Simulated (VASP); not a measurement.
# Sn (Fd-3m) in VASP: further runs

Aim: see how the results for Sn move with the level of theory and the settings. Levels: PBE, HSE06. Tasks: single point.

Program: VASP 6.6.1. These are calculated values, not measurements. Logs are shortened: lines on timing, memory, paths and dates and some standing lists are left out, and cuts for length are marked.

### 1 The cell of the first run

The structure is cubic, space group Fd-3m (No. 227). The conventional cell has a = 6.658 Å, b = 6.658 Å, c = 6.658 Å, α = 90.00°, β = 90.00°, γ = 90.00°. Sn (site symmetry -43m) has 4 Sn at 2.88 Å within 3.8 Å.

### 2 Single point, PBE

INCAR reads:

```
ALGO = Normal
EDIFF = 1E-6
ENCUT = 520
GGA = PE
ISIF = 2
ISMEAR = -1
LASPH = True
LCHARG = False
LREAL = False
LWAVE = False
NBANDS = 21
NELM = 80
PREC = Accurate
SIGMA = 0.1
```

KPOINTS reads:

```
k-points
0
Gamma
  12 12 12
```

POSCAR reads:

```
Sn
1.0
    0.0000000000      3.3289000152      3.3289000152
    3.3289000152      0.0000000000      3.3289000152
    3.3289000152      3.3289000152      0.0000000000
Sn
2
Direct
    0.5000000000      0.5000000000      0.5000000000
    0.7500000000      0.7500000000      0.7500000000
```

Potentials or basis: VASP PAW PBE potentials, release 64 (Sn_d).

Command:

```
$ cat potpaw_PBE.64/Sn_d/POTCAR > POTCAR
$ mpirun -np 1 vasp_std > vasp.out
```

OUTCAR:

```text
EDIFF = 1E-6
   ENCUT = 520
   GGA = PE
   ISIF = 2
   ISMEAR = -1
   LASPH = True
   LREAL = False
   NELM = 80
   PREC = Accurate

 ion  position               nearest neighbor table
   1  0.500  0.500  0.500-   2 2.88   2 2.88   2 2.88   2 2.88
   2  0.750  0.750  0.750-   1 2.88   1 2.88   1 2.88   1 2.88

  LATTYP: Found a face centered cubic cell.
 ALAT       =     6.6578000304

  Lattice vectors:

 A1 = (   0.0000000000,   3.3289000152,   3.3289000152)
 A2 = (   3.3289000152,   0.0000000000,   3.3289000152)
 A3 = (   3.3289000152,   3.3289000152,   0.0000000000)

Analysis of symmetry for initial positions (statically):
=====================================================================
 Subroutine PRICEL returns:
 Original cell was already a primitive cell.

 Routine SETGRP: Setting up the symmetry group for a
 face centered cubic supercell.

 Subroutine GETGRP returns: Found 48 space group operations
 (whereof 24 operations were pure point group operations)
 out of a pool of 48 trial point group operations.

The static configuration has the point symmetry T_d .
 The point group associated with its full space group is O_h .

Analysis of symmetry for dynamics (positions and initial velocities):
=====================================================================
 Subroutine PRICEL returns:
 Original cell was already a primitive cell.

 Routine SETGRP: Setting up the symmetry group for a
 face centered cubic supercell.

 Subroutine GETGRP returns: Found 48 space group operations
 (whereof 24 operations were pure point group operations)
 out of a pool of 48 trial point group operations.

The dynamic configuration has the point symmetry T_d .
 The point group associated with its full space group is O_h .

 Subroutine INISYM returns: Found 48 space group operations
 (whereof 24 operations are pure point group operations),
 and found     1 'primitive' translations

----------------------------------------------------------------------------------------

                                     Primitive cell

  volume of cell :      73.7789

  direct lattice vectors                    reciprocal lattice vectors
     0.000000000  3.328900015  3.328900015    -0.150199765  0.150199765  0.150199765
     3.328900015  0.000000000  3.328900015     0.150199765 -0.150199765  0.150199765
     3.328900015  3.328900015  0.000000000     0.150199765  0.150199765 -0.150199765

  length of vectors
     4.707775549  4.707775549  4.707775549     0.260153624  0.260153624  0.260153624

  position of ions in fractional coordinates (direct lattice)
     0.500000000  0.500000000  0.500000000
     0.750000000  0.750000000  0.750000000

  ion indices of the primitive-cell ions
   primitive index   ion index
                 1           1
                 2           2

----------------------------------------------------------------------------------------

 KPOINTS: k-points

Automatic generation of k-mesh.
 Grid dimensions read from file:
 generate k-points for:   12   12   12

 Generating k-lattice:

  Cartesian coordinates                     Fractional coordinates (reciprocal lattice)
    -0.012516647  0.012516647  0.012516647     0.083333333  0.000000000  0.000000000
     0.012516647 -0.012516647  0.012516647     0.000000000  0.083333333  0.000000000
     0.012516647  0.012516647 -0.012516647     0.000000000  0.000000000  0.083333333

  Length of vectors
     0.021679469  0.021679469  0.021679469

  Shift w.r.t. Gamma in fractional coordinates (k-lattice)
     0.000000000  0.000000000  0.000000000

 Subroutine IBZKPT returns following result:
 ===========================================

 Found     72 irreducible k-points:

 Following reciprocal coordinates:
            Coordinates               Weight
  0.000000  0.000000  0.000000      1.000000
  0.083333  0.000000  0.000000      8.000000
  0.166667  0.000000  0.000000      8.000000
  0.250000  0.000000  0.000000      8.000000
  0.333333  0.000000  0.000000      8.000000
  0.416667  0.000000  0.000000      8.000000
[... 16 lines left out ...]
  0.500000  0.166667  0.000000     24.000000
 -0.416667  0.166667  0.000000     24.000000
 [... further k-points ...]
   k-points           NKPTS =     72   k-points in BZ     NKDIM =     72   number of bands    NBANDS=     21
   number of dos      NEDOS =    301   number of ions     NIONS =      2
   total plane-waves  NPLWV =  46656
   dimension x,y,z NGX =    36 NGY =   36 NGZ =   36
   dimension x,y,z NGXF=    72 NGYF=   72 NGZF=   72
   ions per type =               2
   NGX,Y,Z   is equivalent  to a cutoff of  12.71, 12.71, 12.71 a.u.
   NGXF,Y,Z  is equivalent  to a cutoff of  25.43, 25.43, 25.43 a.u.
 SYSTEM =  unknown system
   PREC   = accura    normal or accurate (medium, high low for compatibility)
   ISTART =      0    job   : 0-new  1-cont  2-samecut
   ICHARG =      2    charge: 1-file 2-atom 10-const
   ISPIN  =      1    spin polarized calculation?
   LNONCOLLINEAR =      F non collinear calculations
   LSORBIT =      F    spin-orbit coupling
   LASPH  =      T    aspherical Exc in radial PAW
   ENCUT  =  520.0 eV  38.22 Ry    6.18 a.u.   8.75  8.75  8.75*2*pi/ulx,y,z
   NELM   =     80;   NELMIN=  2; NELMDL= -5     # of ELM steps
   EDIFF  = 0.1E-05   stopping-criterion for ELM
   LREAL  =      F    real-space projection
   EDIFFG = 0.1E-04   stopping-criterion for IOM
   NSW    =      0    number of steps for IOM
   IBRION =     -1    ionic relax: 0-MD 1-quasi-New 2-CG
   NFREE  =      0    steps in history (QN), initial steepest desc. (CG)
   ISIF   =      2    stress and relaxation
   ISYM   =      2    0-nonsym 1-usesym 2-fastsym
   POTIM  = 0.5000    time-step for ionic-motion
   TEBEG  =    0.0;   TEEND  =   0.0 temperature during run
   PSTRESS=    0.0 pullay stress
   NELECT =      28.0000    total number of electrons
   NUPDOWN=      -1.0000    fix difference up-down
   EMIN   =  10.00;   EMAX   =-10.00  energy-range for DOS
   EFERMI =   0.00;   METHOD = LEGACY
   ISMEAR =    -1;   SIGMA  =   0.10  broadening in eV -4-tet -1-fermi 0-gaus
   EFERMI_NEDOS =   21; number of points for ismear=-14 and -15
   IALGO  =     38    algorithm
   IMIX   =      4    mixing-type and parameters
     AMIX     =   0.40;   BMIX     =  1.00
     AMIX_MAG =   1.60;   BMIX_MAG =  1.00
  volume/ion in A,a.u.               =      36.89       248.94
  Fermi-wavevector in a.u.,A,eV,Ry     =   1.185269  2.239833 19.114301  1.404862
  Thomas-Fermi vector in A             =   2.321466
   LORBIT       =      0    0 simple, 1 ext, 2 COOP (PROOUT), +10 PAW based schemes
   GGA     = PE    functional components
   LHFCALC =     F    Hartree Fock is set to
   AEXX    =    0.0000 exact exchange contribution
   IVDW    =     0    specifies the selected vdW correction
   LEPSILON=     F    determine dielectric tensor
   LRPA    =     F    only Hartree local field effects (RPA)
 non-spin polarized calculation
  energy-cutoff  :      520.00
  volume of cell :       73.78
 maximum number of plane-waves:      2012
   NGX = 17   NGY = 17   NGZ = 17

 number of electron      28.0000008 magnetization

 Free energy of the ion-electron system (eV)
  ---------------------------------------------------
  ext. energy  EPLUGINS =         0.00000000
  ---------------------------------------------------
  free energy    TOTEN  =        -7.69602912 eV

  energy without entropy =       -7.68951728  energy(sigma->0) =       -7.69277320

 E-fermi :   4.8674     XC(G=0):  -8.5451

 val. band max:        4.8223544353   @ k =   0.0833   0.0000   0.0000
 cond. band min:       4.8797275030   @ k =   0.3333   0.0000   0.0000
 fundamental gap:      0.0573730678
 Fermi energy:         4.8674142692

 k-point     1 :       0.0000    0.0000    0.0000
  band No.  band energies     occupation
      1     -16.6899      2.00000
      2     -16.6899      2.00000
      3     -16.6899      2.00000
      4     -16.6402      2.00000
      5     -16.6402      2.00000
      6     -16.3887      2.00000
[... 13 lines left out ...]
     20      12.6404      0.00000
     21      12.6404      0.00000

 k-point     2 :       0.0833    0.0000    0.0000
  band No.  band energies     occupation
      1     -16.6943      2.00000
      2     -16.6943      2.00000
      3     -16.6885      2.00000
      4     -16.6342      2.00000
      5     -16.6342      2.00000
      6     -16.4023      2.00000
[... 13 lines left out ...]
     20      12.1258      0.00000
     21      12.1258      0.00000

 k-point     3 :       0.1667    0.0000    0.0000
  band No.  band energies     occupation
      1     -16.7029      2.00000
      2     -16.7028      2.00000
      3     -16.6845      2.00000
      4     -16.6215      2.00000
      5     -16.6215      2.00000
      6     -16.4161      2.00000
[... 13 lines left out ...]
     20      11.7047      0.00000
     21      11.7047      0.00000

 k-point     4 :       0.2500    0.0000    0.0000
  band No.  band energies     occupation
      1     -16.7105      2.00000
      2     -16.7105      2.00000
      3     -16.6788      2.00000
      4     -16.6086      2.00000
      5     -16.6086      2.00000
      6     -16.4278      2.00000
[... 13 lines left out ...]
     20      11.6636      0.00000
     21      11.6636      0.00000

 k-point     5 :       0.3333    0.0000    0.0000
  band No.  band energies     occupation
      1     -16.7158      2.00000
      2     -16.7158      2.00000
      3     -16.6730      2.00000
      4     -16.5987      2.00000
      5     -16.5987      2.00000
      6     -16.4360      2.00000
[... 13 lines left out ...]
     20      12.0668      0.00000
     21      12.0668      0.00000
[... 382 lines left out ...]
     20      12.3927      0.00000
     21      13.0228      0.00000

 k-point    22 :       0.4167    0.1667    0.0000
  band No.  band energies     occupation
      1     -16.7327      2.00000
      2     -16.7199      2.00000
      3     -16.6584      2.00000
      4     -16.5874      2.00000
      5     -16.5648      2.00000
      6     -16.4858      2.00000
[... 13 lines left out ...]
     20      12.7518      0.00000
     21      13.5351      0.00000

 k-point    23 :       0.5000    0.1667    0.0000
  band No.  band energies     occupation
      1     -16.7377      2.00000
      2     -16.7238      2.00000
      3     -16.6458      2.00000
      4     -16.5771      2.00000
      5     -16.5679      2.00000
      6     -16.4792      2.00000
[... 13 lines left out ...]
     20      13.2208      0.00000
     21      13.5240      0.00000

 k-point    24 :      -0.4167    0.1667    0.0000
  band No.  band energies     occupation
      1     -16.7383      2.00000
      2     -16.7260      2.00000
      3     -16.6398      2.00000
      4     -16.5777      2.00000
      5     -16.5701      2.00000
      6     -16.4641      2.00000
[... 13 lines left out ...]
     20      12.5328      0.00000
     21      12.7393      0.00000

 [... further k-points ...]

------------------------ aborting loop because EDIFF is reached ----------------------------------------

  FORCE on cell =-STRESS in cart. coord.  units (eV):
  Direction    XX          YY          ZZ          XY          YZ          ZX
  --------------------------------------------------------------------------------------
  -------------------------------------------------------------------------------------
  Total       -0.0277511     -0.0277511     -0.0277511      0.0000000      0.0000000     -0.0000000
  in kB       -0.6026397     -0.6026397     -0.6026397      0.0000000      0.0000000     -0.0000000
  external PRESSURE =      -0.6026397 kB  Pullay stress =       0.0000000 kB

 VOLUME and BASIS-vectors are now :
 -----------------------------------------------------------------------------
  energy-cutoff  :      520.00
  volume of cell :       73.78
      direct lattice vectors                 reciprocal lattice vectors
     0.000000000  3.328900015  3.328900015    -0.150199765  0.150199765  0.150199765
     3.328900015  0.000000000  3.328900015     0.150199765 -0.150199765  0.150199765
     3.328900015  3.328900015  0.000000000     0.150199765  0.150199765 -0.150199765

 POSITION                                       TOTAL-FORCE (eV/Angst)
 -----------------------------------------------------------------------------------
      3.32890      3.32890      3.32890         0.000000      0.000000      0.000000
      4.99335      4.99335      4.99335        -0.000000     -0.000000     -0.000000
 -----------------------------------------------------------------------------------
    total drift:                                0.000000      0.000000      0.000000

  FREE ENERGIE OF THE ION-ELECTRON SYSTEM (eV)
  ---------------------------------------------------
  free  energy   TOTEN  =        -7.6960291166 eV

  energy  without entropy=       -7.6895172824  energy(sigma->0) =       -7.69277320
```

Wall time 82 s (1 thread of Intel Xeon 6975P-C, shared host); peak memory 0.25 GiB.

Results:

| Quantity | Value |
| --- | --- |
| Free energy | -7.6960 eV |
| Pressure | -0.1 GPa |
| Band gap on the k mesh | zero (band 14 reaches 4.95 eV, above the bottom of band 15 at 4.71 eV) |

Caveat: spin-orbit coupling is left out, which moves the levels of the heavy elements.

(Continued in part 2 of 2.)
